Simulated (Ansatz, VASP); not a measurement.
# Two plane-wave programs on HfO2

INCAR

```
  PREC = Accurate
  ENCUT = 520
  EDIFF = 1E-6
  ISMEAR = 0
  SIGMA = 0.05
  LREAL = F
  LASPH = T
  NELM = 100
  ALGO = Normal
  ISIF = 2
  LWAVE = F
  LCHARG = T
  GGA = PS
  LELF = T
  LVHAR = T
  NBANDS = 31
```

KPOINTS

```
regular mesh
0
Gamma
  6 6 6
```

File POSCAR:

```
HfO2
1.0
    0.0000000000     -2.5220673945     -2.5220673945
    0.0000000000      2.5220673945     -2.5220673945
    5.0441347890      0.0000000000      0.0000000000
Hf O
2 4
Direct
    0.0095953027     -0.0095953027      0.0000000000
    0.4904046973      0.5095953027      0.5000000000
   -0.0003817119      0.4996182881      0.6699069777
    0.5003817119      0.0003817119      0.3300930223
   -0.0003817119      0.4996182881      0.1699069777
    0.5003817119      0.0003817119      0.8300930223
```

Input for Ansatz:

```yaml
crystal:
  lattice:
    - [0.0, -2.5220673945, -2.5220673945]
    - [0.0, 2.5220673945, -2.5220673945]
    - [5.044134789, 0.0, 0.0]
  atoms:
    - { symbol: Hf, position: [0.0095953027, -0.0095953027, 0.0] }
    - { symbol: Hf, position: [0.4904046973, 0.5095953027, 0.5] }
    - { symbol: O, position: [-0.0003817119, 0.4996182881, 0.6699069777] }
    - { symbol: O, position: [0.5003817119, 0.0003817119, 0.3300930223] }
    - { symbol: O, position: [-0.0003817119, 0.4996182881, 0.1699069777] }
    - { symbol: O, position: [0.5003817119, 0.0003817119, 0.8300930223] }
basis:
  ecutwfc: 520.0
kpoints:
  mp_grid: { grid: [6, 6, 6] }
hamiltonian:
  xc: pbesol
  pseudopotentials: { kind: paw, azcp: { folder: soft_1 } }
scf:
  occupations: { method: gaussian, width: 0.05 }
output:
  forces: true
  stress: true
  eigenvalues: true
```

Change from the starting cell: mode 1 frozen in at -0.404 Å and mode 5 at -0.048 Å (largest displacements).

Alike in both runs: task single point; functional PBEsol; k mesh 6 × 6 × 6; occupations gaussian, width 0.05 eV; no spin polarisation.

```csv
,VASP,Ansatz
version,VASP 6.6.1,Ansatz 0.2.0
potentials or method,"VASP PAW PBE potentials, release 64 (Hf_pv, O), cutoff 520 eV","scalar-relativistic, plane waves, PAW"
valence electrons in the cell,44,76
```

```csv
,VASP,Ansatz,Ansatz less VASP
gap on the k mesh at the Fermi level (eV),4.31,4.35,+0.034
least direct gap on the mesh (eV),4.47,4.51,+0.039
pressure (GPa),13.9,16.9,+3.10
"traceless stress, the component that is largest in VASP (GPa)",6.36,6.09,-0.274
rms of the force components (eV/Å),0.763,0.772,+0.0086
```

VASP's potentials were made for PBE, not for PBEsol, and Ansatz warns of the same on its side. Atom by atom the forces differ by 0.016 eV/Å (rms over components). VASP's potentials hold 44 valence electrons a cell and Ansatz's 76, so a difference there can come from the potentials and not from the codes.

Spin-orbit coupling is off throughout.
